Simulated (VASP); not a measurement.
Crystal: Ga8As5P3.

```
CELL_PARAMETERS angstrom
11.15165 0.00000 0.00000
0.00000 11.15165 0.00000
0.00000 0.00000 11.15165
ATOMIC_POSITIONS crystal
Ga 0.99730 0.99985 0.99996
Ga 0.00342 0.00128 0.50234
Ga 0.99946 0.50025 0.00306
Ga 0.99929 0.49835 0.50135
Ga 0.50076 0.00381 0.00128
Ga 0.49945 0.00125 0.50048
Ga 0.50092 0.49938 0.99997
Ga 0.49808 0.50007 0.49829
Ga 0.25137 0.24732 0.00088
Ga 0.25058 0.24799 0.49844
Ga 0.25038 0.75016 0.99951
Ga 0.25078 0.74835 0.49945
Ga 0.74647 0.24932 0.99865
Ga 0.74773 0.24612 0.49933
Ga 0.74919 0.75181 0.00205
Ga 0.75366 0.74996 0.49668
Ga 0.25180 0.00110 0.24769
Ga 0.24866 0.00124 0.75313
Ga 0.25240 0.49879 0.25147
Ga 0.24978 0.50062 0.74976
Ga 0.75394 0.99926 0.24927
Ga 0.75256 0.00001 0.74772
Ga 0.75128 0.49993 0.25104
Ga 0.74896 0.49601 0.75045
Ga 0.99953 0.25017 0.24899
Ga 0.99820 0.25147 0.75124
Ga 0.00166 0.74756 0.25154
Ga 0.00091 0.75023 0.75012
Ga 0.49830 0.25239 0.25095
Ga 0.50039 0.25135 0.74591
Ga 0.50037 0.75155 0.24634
Ga 0.49944 0.74868 0.75270
As 0.12593 0.12460 0.12548
As 0.12325 0.12658 0.62469
As 0.12879 0.62617 0.62506
As 0.62209 0.12770 0.12512
As 0.62071 0.12474 0.62741
As 0.62448 0.62448 0.12686
As 0.37902 0.87824 0.12531
As 0.37351 0.87423 0.62611
As 0.87593 0.37707 0.12395
As 0.87674 0.37756 0.62955
As 0.87682 0.87535 0.62311
As 0.37522 0.12465 0.37582
As 0.37422 0.62442 0.87440
As 0.87484 0.13004 0.37401
As 0.87783 0.12594 0.87631
As 0.87365 0.62250 0.37554
As 0.87522 0.62243 0.87491
As 0.12843 0.87479 0.37834
As 0.12607 0.87503 0.87688
As 0.62208 0.37816 0.37335
P 0.12796 0.62540 0.12385
P 0.62177 0.62475 0.62687
P 0.37301 0.37459 0.12560
P 0.37425 0.37396 0.62424
P 0.87503 0.87592 0.12652
P 0.37678 0.12479 0.87571
P 0.37454 0.62384 0.37222
P 0.12688 0.37516 0.37451
P 0.12230 0.37418 0.87499
P 0.62305 0.37506 0.87317
P 0.62630 0.87264 0.37578
P 0.62611 0.87777 0.87532
```

- Program: VASP 6.6.1
- Task: relaxation of volume and atoms at fixed shape
- Functional: PBEsol
- Potentials or basis: VASP PAW PBE potentials, release 64 (Ga_d, As, P)
- Cutoff: 500 eV
- k mesh: 1 × 1 × 1, shifted
- Occupations: fermi-dirac, width 0.05 eV
- Spin: no spin polarisation

At the start: pressure 0.3 GPa; volume 21.67 Å³/atom.

Task: How do energy, volume and symmetry change on relaxing?

Result: Over 12 steps the energy falls by 17.6 meV/atom and the volume is 21.68 Å³/atom (+0.1 %); space group P1 (No. 1, to 0.1 Å) before and after.

The path:
```csv
step,energy change (eV),largest force (eV/Å),pressure (GPa),volume (Å³)
1,0.0000,1.2567,0.30,1386.81
2,-0.8638,0.4789,-0.35,1394.97
3,-0.9363,0.3797,-0.54,1398.15
4,-1.0597,0.2082,0.22,1383.45
5,-1.0663,0.1896,0.46,1379.02
6,-1.1104,0.1067,-0.03,1387.61
7,-1.1111,0.1104,-0.09,1388.80
8,-1.1218,0.0484,-0.03,1387.64
9,-1.1230,0.0564,0.00,1387.09
10,-1.1257,0.0336,0.02,1386.80
11,-1.1269,0.0355,0.03,1386.47
12,-1.1286,0.0242,-0.04,1387.77
```

Final structure:
```cif
data_structure
_symmetry_space_group_name_H-M 'P 1'
_symmetry_Int_Tables_number 1
_cell_length_a 11.1542
_cell_length_b 11.1542
_cell_length_c 11.1542
_cell_angle_alpha 90.000
_cell_angle_beta 90.000
_cell_angle_gamma 90.000
_cell_volume 1387.77
loop_
_atom_site_label
_atom_site_type_symbol
_atom_site_fract_x
_atom_site_fract_y
_atom_site_fract_z
_atom_site_occupancy
Ga1 Ga 0.99557 0.99777 0.00521 1
Ga2 Ga 0.00112 0.00020 0.50089 1
Ga3 Ga 0.00764 0.50085 0.99998 1
Ga4 Ga 0.00334 0.49711 0.49652 1
Ga5 Ga 0.50029 0.00126 0.99271 1
Ga6 Ga 0.50378 0.99710 0.49648 1
Ga7 Ga 0.49932 0.49414 0.00097 1
Ga8 Ga 0.49537 0.50421 0.50463 1
Ga9 Ga 0.25348 0.25297 0.99725 1
Ga10 Ga 0.25157 0.25745 0.50021 1
Ga11 Ga 0.24884 0.74520 0.00396 1
Ga12 Ga 0.25433 0.74558 0.49716 1
Ga13 Ga 0.74615 0.25387 0.99626 1
Ga14 Ga 0.74838 0.24952 0.50115 1
Ga15 Ga 0.74960 0.75636 0.00074 1
Ga16 Ga 0.74404 0.74796 0.50011 1
Ga17 Ga 0.25117 0.00088 0.24886 1
Ga18 Ga 0.25451 0.00409 0.75422 1
Ga19 Ga 0.25125 0.50068 0.24971 1
Ga20 Ga 0.25090 0.49346 0.75041 1
Ga21 Ga 0.75000 0.99326 0.25009 1
Ga22 Ga 0.74704 0.99745 0.75301 1
Ga23 Ga 0.75031 0.50083 0.24963 1
Ga24 Ga 0.74225 0.50096 0.75021 1
Ga25 Ga 0.00455 0.25404 0.25251 1
Ga26 Ga 0.00294 0.25427 0.75578 1
Ga27 Ga 0.00011 0.74852 0.24371 1
Ga28 Ga 0.00055 0.74891 0.74892 1
Ga29 Ga 0.49568 0.25385 0.24644 1
Ga30 Ga 0.49556 0.25387 0.75120 1
Ga31 Ga 0.50021 0.74930 0.25589 1
Ga32 Ga 0.50662 0.74954 0.75217 1
As1 As 0.12618 0.12689 0.12350 1
As2 As 0.12707 0.12865 0.62669 1
As3 As 0.12742 0.62168 0.62441 1
As4 As 0.62413 0.12458 0.12418 1
As5 As 0.62217 0.12477 0.62733 1
As6 As 0.62390 0.62572 0.12449 1
As7 As 0.37735 0.87459 0.12395 1
As8 As 0.37776 0.87388 0.62572 1
As9 As 0.87674 0.37613 0.12334 1
As10 As 0.87448 0.37630 0.62643 1
As11 As 0.87250 0.87368 0.62450 1
As12 As 0.37528 0.12662 0.37540 1
As13 As 0.37601 0.62220 0.87504 1
As14 As 0.87503 0.12495 0.37394 1
As15 As 0.87391 0.12497 0.87620 1
As16 As 0.87550 0.62546 0.37457 1
As17 As 0.87394 0.62480 0.87600 1
As18 As 0.12599 0.87283 0.37325 1
As19 As 0.12516 0.87479 0.87774 1
As20 As 0.62166 0.37752 0.37627 1
P1 P 0.12654 0.62322 0.12625 1
P2 P 0.62267 0.62530 0.62528 1
P3 P 0.37280 0.37597 0.12406 1
P4 P 0.37471 0.37648 0.62566 1
P5 P 0.87409 0.87319 0.12596 1
P6 P 0.37642 0.12870 0.87497 1
P7 P 0.37556 0.62321 0.37443 1
P8 P 0.12839 0.37723 0.37392 1
P9 P 0.12829 0.37552 0.87651 1
P10 P 0.62105 0.37521 0.87361 1
P11 P 0.62541 0.87251 0.37502 1
P12 P 0.62523 0.87540 0.87543 1
```

Caveat: the PAW data sets were made with another functional, which shifts forces and pressure a little.
